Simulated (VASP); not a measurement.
# TiW2 (P-3m1) in VASP: single point with PBE

Aim: the single point of TiW2 with PBE.

All numbers are computed with VASP 6.6.1; they aren't measurements. Logs are shortened: lines on timing, memory, paths and dates and some standing lists are left out, and cuts for length are marked.

## 1. The cell of the first run

It takes space group P-3m1 (No. 164, trigonal). The conventional cell has a = 2.846 Å, b = 2.846 Å, c = 6.972 Å, α = 90.00°, β = 90.00°, γ = 120.00°. Ti (site symmetry -3m) has 6 W at 2.85 Å and 6 Ti at 2.85 Å within 3.8 Å. Within 3.8 Å of W (site symmetry 3m) lie 3 Ti at 2.85 Å and 9 W at 2.85 Å.

## 2. Single point, PBE

INCAR

```
SYSTEM = TiW2
ALGO = Normal ; EDIFF = 1E-6
ENCUT = 520 ; GGA = PE
ISIF = 2 ; ISMEAR = 0
LASPH = .TRUE. ; LCHARG = .TRUE.
LELF = .TRUE. ; LREAL = .FALSE.
LVHAR = .TRUE. ; LWAVE = .FALSE.
NBANDS = 27 ; NELM = 80
PREC = Accurate ; SIGMA = 0.1
```

KPOINTS

```
k-points
0
G
  6 6 4
  0 0 0
```

POSCAR

```
TiW2
1.0
    2.8464232200      0.0000000000      0.0000000000
   -1.4232116100      2.4650748200      0.0000000000
    0.0000000000      0.0000000000      6.9722844900
Ti W
1 2
Direct
    0.0000000000      0.0000000000      0.5000000000
    0.3333333300      0.6666666700      0.1666666700
    0.6666666700      0.3333333300      0.8333333300
```

Potentials or basis: VASP PAW PBE potentials, release 64 (Ti_sv, W_sv).

Run with:

```
$ cat potpaw_PBE.64/Ti_sv/POTCAR potpaw_PBE.64/W_sv/POTCAR > POTCAR
$ mpirun -np 1 vasp_std > vasp.out
```

OUTCAR:

```text
SYSTEM = TiW2
   EDIFF = 1E-6
   ENCUT = 520
   GGA = PE
   ISIF = 2
   ISMEAR = 0
   LASPH = .TRUE.
   LREAL = .FALSE.
   NELM = 80
   PREC = Accurate

 ion  position               nearest neighbor table
   1  0.000  0.000  0.500-   2 2.85   3 2.85   3 2.85   2 2.85   3 2.85   2 2.85
   2  0.333  0.667  0.167-   1 2.85   1 2.85   1 2.85   3 2.85   3 2.85   3 2.85
   3  0.667  0.333  0.833-   1 2.85   1 2.85   1 2.85   2 2.85   2 2.85   2 2.85

  LATTYP: Found a hexagonal cell.
 ALAT       =     2.8464232200
 C/A-ratio  =     2.4494897459

  Lattice vectors:

 A1 = (   2.8464232200,   0.0000000000,   0.0000000000)
 A2 = (  -1.4232116100,   2.4650748200,   0.0000000000)
 A3 = (   0.0000000000,   0.0000000000,   6.9722844900)

Analysis of symmetry for initial positions (statically):
=====================================================================
 Subroutine PRICEL returns:
 Original cell was already a primitive cell.

 Routine SETGRP: Setting up the symmetry group for a
 hexagonal supercell.

 Subroutine GETGRP returns: Found 12 space group operations
 (whereof 12 operations were pure point group operations)
 out of a pool of 24 trial point group operations.

The static configuration has the point symmetry D_3d.

Analysis of symmetry for dynamics (positions and initial velocities):
=====================================================================
 Subroutine PRICEL returns:
 Original cell was already a primitive cell.

 Routine SETGRP: Setting up the symmetry group for a
 hexagonal supercell.

 Subroutine GETGRP returns: Found 12 space group operations
 (whereof 12 operations were pure point group operations)
 out of a pool of 24 trial point group operations.

The dynamic configuration has the point symmetry D_3d.

 Subroutine INISYM returns: Found 12 space group operations
 (whereof 12 operations are pure point group operations),
 and found     1 'primitive' translations

----------------------------------------------------------------------------------------

                                     Primitive cell

  volume of cell :      48.9221

  direct lattice vectors                    reciprocal lattice vectors
     2.846423220  0.000000000  0.000000000     0.351318101  0.202833600  0.000000000
    -1.423211610  2.465074820  0.000000000     0.000000000  0.405667200  0.000000000
     0.000000000  0.000000000  6.972284490     0.000000000  0.000000000  0.143425014

  length of vectors
     2.846423220  2.846423221  6.972284490     0.405667200  0.405667200  0.143425014

  position of ions in fractional coordinates (direct lattice)
     0.000000000  0.000000000  0.500000000
     0.333333330  0.666666670  0.166666670
     0.666666670  0.333333330  0.833333330

  ion indices of the primitive-cell ions
   primitive index   ion index
                 1           1
                 2           2
                 3           3

----------------------------------------------------------------------------------------

 KPOINTS: k-points

Automatic generation of k-mesh.
 Grid dimensions read from file:
 generate k-points for:    6    6    4

 Generating k-lattice:

  Cartesian coordinates                     Fractional coordinates (reciprocal lattice)
     0.058553017  0.033805600  0.000000000     0.166666667  0.000000000  0.000000000
     0.000000000  0.067611200  0.000000000     0.000000000  0.166666667  0.000000000
     0.000000000  0.000000000  0.035856253     0.000000000  0.000000000  0.250000000

  Length of vectors
     0.067611200  0.067611200  0.035856253

  Shift w.r.t. Gamma in fractional coordinates (k-lattice)
     0.000000000  0.000000000  0.000000000

 Subroutine IBZKPT returns following result:
 ===========================================

 Found     24 irreducible k-points:

 Following reciprocal coordinates:
            Coordinates               Weight
  0.000000  0.000000  0.000000      1.000000
  0.166667 -0.000000  0.000000      6.000000
  0.333333  0.000000  0.000000      6.000000
  0.500000  0.000000  0.000000      3.000000
  0.166667  0.166667  0.000000      6.000000
  0.333333  0.166667  0.000000     12.000000
[... 16 lines left out ...]
  0.333333  0.166667  0.500000     12.000000
  0.333333  0.333333  0.500000      2.000000
   k-points           NKPTS =     24   k-points in BZ     NKDIM =     24   number of bands    NBANDS=     27
   number of dos      NEDOS =    301   number of ions     NIONS =      3
   total plane-waves  NPLWV =  31104
   dimension x,y,z NGX =    24 NGY =   24 NGZ =   54
   dimension x,y,z NGXF=    48 NGYF=   48 NGZF=  108
   ions per type =               1   2
   NGX,Y,Z   is equivalent  to a cutoff of  14.02, 14.02, 12.88 a.u.
   NGXF,Y,Z  is equivalent  to a cutoff of  28.03, 28.03, 25.75 a.u.
 SYSTEM =  TiW2
   PREC   = accura    normal or accurate (medium, high low for compatibility)
   ISTART =      0    job   : 0-new  1-cont  2-samecut
   ICHARG =      2    charge: 1-file 2-atom 10-const
   ISPIN  =      1    spin polarized calculation?
   LNONCOLLINEAR =      F non collinear calculations
   LSORBIT =      F    spin-orbit coupling
   LASPH  =      T    aspherical Exc in radial PAW
   ENCUT  =  520.0 eV  38.22 Ry    6.18 a.u.   5.29  5.29 12.96*2*pi/ulx,y,z
   NELM   =     80;   NELMIN=  2; NELMDL= -5     # of ELM steps
   EDIFF  = 0.1E-05   stopping-criterion for ELM
   LREAL  =      F    real-space projection
   EDIFFG = 0.1E-04   stopping-criterion for IOM
   NSW    =      0    number of steps for IOM
   IBRION =     -1    ionic relax: 0-MD 1-quasi-New 2-CG
   NFREE  =      0    steps in history (QN), initial steepest desc. (CG)
   ISIF   =      2    stress and relaxation
   ISYM   =      2    0-nonsym 1-usesym 2-fastsym
   POTIM  = 0.5000    time-step for ionic-motion
   TEBEG  =    0.0;   TEEND  =   0.0 temperature during run
   PSTRESS=    0.0 pullay stress
   NELECT =      40.0000    total number of electrons
   NUPDOWN=      -1.0000    fix difference up-down
   EMIN   =  10.00;   EMAX   =-10.00  energy-range for DOS
   EFERMI =   0.00;   METHOD = LEGACY
   ISMEAR =     0;   SIGMA  =   0.10  broadening in eV -4-tet -1-fermi 0-gaus
   EFERMI_NEDOS =   21; number of points for ismear=-14 and -15
   IALGO  =     38    algorithm
   IMIX   =      4    mixing-type and parameters
     AMIX     =   0.40;   BMIX     =  1.00
     AMIX_MAG =   1.60;   BMIX_MAG =  1.00
  volume/ion in A,a.u.               =      16.31       110.05
  Fermi-wavevector in a.u.,A,eV,Ry     =   1.530829  2.892847 31.884390  2.343437
  Thomas-Fermi vector in A             =   2.638258
   LORBIT       =      0    0 simple, 1 ext, 2 COOP (PROOUT), +10 PAW based schemes
   GGA     = PE    functional components
   LHFCALC =     F    Hartree Fock is set to
   AEXX    =    0.0000 exact exchange contribution
   IVDW    =     0    specifies the selected vdW correction
   LEPSILON=     F    determine dielectric tensor
   LRPA    =     F    only Hartree local field effects (RPA)
 non-spin polarized calculation
 Gauss-broadening in eV      SIGMA  =   0.10
  energy-cutoff  :      520.00
  volume of cell :       48.92
 maximum number of plane-waves:      1334
 NGX is ok and might be reduce to    24
   NGX = 11   NGY = 11   NGZ = 25

 number of electron      40.0000008 magnetization

 Free energy of the ion-electron system (eV)
  ---------------------------------------------------
  ext. energy  EPLUGINS =         0.00000000
  ---------------------------------------------------
  free energy    TOTEN  =       -32.72183412 eV

  energy without entropy =      -32.70729325  energy(sigma->0) =      -32.71456368

 E-fermi :  10.0668     XC(G=0): -12.9250

 val. band max:       10.0261704180   @ k =   0.1667   0.1667   0.0000
 cond. band min:      10.0719411746   @ k =   0.3333   0.0000   0.5000
 fundamental gap:      0.0457707566
 Fermi energy:        10.0668478851

 k-point     1 :       0.0000    0.0000    0.0000
  band No.  band energies     occupation
      1     -63.6551      2.00000
      2     -63.6002      2.00000
      3     -46.5663      2.00000
      4     -28.1719      2.00000
      5     -27.6064      2.00000
      6     -27.4275      2.00000
[... 19 lines left out ...]
     26      12.6271      0.00000
     27      13.2664      0.00000

 k-point     2 :       0.1667   -0.0000    0.0000
  band No.  band energies     occupation
      1     -63.6337      2.00000
      2     -63.5854      2.00000
      3     -46.5404      2.00000
      4     -28.1196      2.00000
      5     -27.7229      2.00000
      6     -27.5742      2.00000
[... 19 lines left out ...]
     26      12.4448      0.00000
     27      12.6948      0.00000

 k-point     3 :       0.3333    0.0000    0.0000
  band No.  band energies     occupation
      1     -63.5890      2.00000
      2     -63.5574      2.00000
      3     -46.4882      2.00000
      4     -28.1584      2.00000
      5     -28.1204      2.00000
      6     -27.8457      2.00000
[... 19 lines left out ...]
     26      13.2439      0.00000
     27      13.8268      0.00000

 k-point     4 :       0.5000    0.0000    0.0000
  band No.  band energies     occupation
      1     -63.5640      2.00000
      2     -63.5460      2.00000
      3     -46.4618      2.00000
      4     -28.3591      2.00000
      5     -28.2937      2.00000
      6     -27.7912      2.00000
[... 19 lines left out ...]
     26      14.6921      0.00000
     27      15.1727      0.00000

 k-point     5 :       0.1667    0.1667    0.0000
  band No.  band energies     occupation
      1     -63.6006      2.00000
      2     -63.5640      2.00000
      3     -46.5013      2.00000
      4     -28.0828      2.00000
      5     -27.9747      2.00000
      6     -27.8316      2.00000
[... 19 lines left out ...]
     26      13.0121      0.00000
     27      13.2422      0.00000

 k-point     6 :       0.3333    0.1667    0.0000
  band No.  band energies     occupation
      1     -63.5640      2.00000
      2     -63.5459      2.00000
      3     -46.4618      2.00000
      4     -28.2470      2.00000
      5     -28.1934      2.00000
      6     -27.8390      2.00000
[... 444 lines left out ...]
      1     -63.5639      2.00000
      2     -63.5459      2.00000
      3     -46.4618      2.00000
      4     -28.3637      2.00000
      5     -28.2873      2.00000
      6     -27.7851      2.00000
[... 19 lines left out ...]
     26      14.3928      0.00000
     27      15.1887      0.00000

 k-point    22 :       0.1667    0.1667    0.5000
  band No.  band energies     occupation
      1     -63.6006      2.00000
      2     -63.5640      2.00000
      3     -46.5013      2.00000
      4     -28.0832      2.00000
      5     -27.9682      2.00000
      6     -27.8413      2.00000
[... 19 lines left out ...]
     26      12.7969      0.00000
     27      13.7373      0.00000

 k-point    23 :       0.3333    0.1667    0.5000
  band No.  band energies     occupation
      1     -63.5640      2.00000
      2     -63.5459      2.00000
      3     -46.4618      2.00000
      4     -28.2504      2.00000
      5     -28.1890      2.00000
      6     -27.8423      2.00000
[... 19 lines left out ...]
     26      14.2109      0.00000
     27      14.5555      0.00000

 k-point    24 :       0.3333    0.3333    0.5000
  band No.  band energies     occupation
      1     -63.5458      2.00000
      2     -63.5458      2.00000
      3     -46.4487      2.00000
      4     -28.1073      2.00000
      5     -28.0948      2.00000
      6     -28.0948      2.00000
[... 19 lines left out ...]
     26      14.3813      0.00000
     27      14.3813      0.00000

------------------------ aborting loop because EDIFF is reached ----------------------------------------

  FORCE on cell =-STRESS in cart. coord.  units (eV):
  Direction    XX          YY          ZZ          XY          YZ          ZX
  --------------------------------------------------------------------------------------
  -------------------------------------------------------------------------------------
  Total        1.4515514      1.4515514      0.7276547      0.0000000      0.0000000      0.0000000
  in kB       47.5377165     47.5377166     23.8303960      0.0000000      0.0000000      0.0000000
  external PRESSURE =      39.6352764 kB  Pullay stress =       0.0000000 kB

 VOLUME and BASIS-vectors are now :
 -----------------------------------------------------------------------------
  energy-cutoff  :      520.00
  volume of cell :       48.92
      direct lattice vectors                 reciprocal lattice vectors
     2.846423220  0.000000000  0.000000000     0.351318101  0.202833600  0.000000000
    -1.423211610  2.465074820  0.000000000     0.000000000  0.405667200  0.000000000
     0.000000000  0.000000000  6.972284490     0.000000000  0.000000000  0.143425014

 POSITION                                       TOTAL-FORCE (eV/Angst)
 -----------------------------------------------------------------------------------
      0.00000      0.00000      3.48614         0.000000      0.000000      0.000000
     -0.00000      1.64338      1.16205        -0.000000      0.000000      0.274231
      1.42321      0.82169      5.81024         0.000000      0.000000     -0.274231
 -----------------------------------------------------------------------------------
    total drift:                               -0.000000     -0.000000      0.000000

  FREE ENERGIE OF THE ION-ELECTRON SYSTEM (eV)
  ---------------------------------------------------
  free  energy   TOTEN  =       -32.7218341170 eV

  energy  without entropy=      -32.7072932459  energy(sigma->0) =      -32.71456368
```

Run time: 26 s. Hardware: 1 thread of AMD EPYC 9R45 (Zen 5), shared host; peak memory 0.16 GiB.

Results:

```yaml
Free_energy: -32.7218 eV
Pressure: 4.0 GPa
Largest_force: 0.274 eV/Å
Band_gap_on_the_k_mesh: zero (band 20 reaches 10.39 eV, above the bottom of band 21 at 9.39 eV)
```

Forces in eV/Å, atoms in the order of the input:
```
Ti   0.000  0.000  0.000
W    0.000  0.000  0.274
W    0.000  0.000 -0.274
```

Stress tensor (GPa, compression positive):
```
4.75 0.00 0.00
0.00 4.75 0.00
0.00 0.00 2.38
```

Caveat: the k points lie up to 0.42 Å⁻¹ apart; spin-orbit coupling is left out, which moves the levels of the heavy elements.
